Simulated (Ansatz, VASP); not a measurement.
**Two plane-wave programs on TlMo4F**

```
CELL_PARAMETERS angstrom
3.57994 0.00000 0.00000
0.00000 3.57994 0.00000
0.00000 0.00000 8.67658
ATOMIC_POSITIONS crystal
Tl 0.50000 0.50000 0.50000
Mo 0.50000 0.00000 0.77512
Mo 0.00000 0.50000 0.22488
Mo 0.50000 0.00000 0.22488
Mo 0.00000 0.50000 0.77512
F 0.00000 0.00000 0.00000
```

Change from the starting cell: species swapped into the NbVH4 type (P4/mmm, No. 123).

Alike in both runs: functional PBE; k mesh 4 × 4 × 4; occupations gaussian, width 0.1 eV; collinear spin.

Ansatz relaxed the structure, and its values are those at the end. VASP's run is a single point on that final structure, the one shown.

|  | VASP | Ansatz |
| --- | --- | --- |
| version | VASP 6.6.1 | Ansatz 0.2.0 |
| potentials or method | VASP PAW PBE potentials, release 64 (Tl_d, Mo_sv, F), cutoff 520 eV | scalar-relativistic, plane waves, PAW |
| valence electrons in the cell | 76 | 76 |

|  | VASP | Ansatz | Ansatz less VASP |
| --- | --- | --- | --- |
| gap on the k mesh at the Fermi level (eV) | none | none | - |
| pressure (GPa) | 0.2 | 0.0 | -0.22 |
| net moment per atom (μB) | 0.00 | 0.00 | 0.000 |

A gap of «none» marks a metal or a gap that the smearing closes. Ansatz's warnings: seeded moment not kept.

The k mesh is coarse, so the values compare programs but aren't converged. Spin-orbit coupling is off throughout.
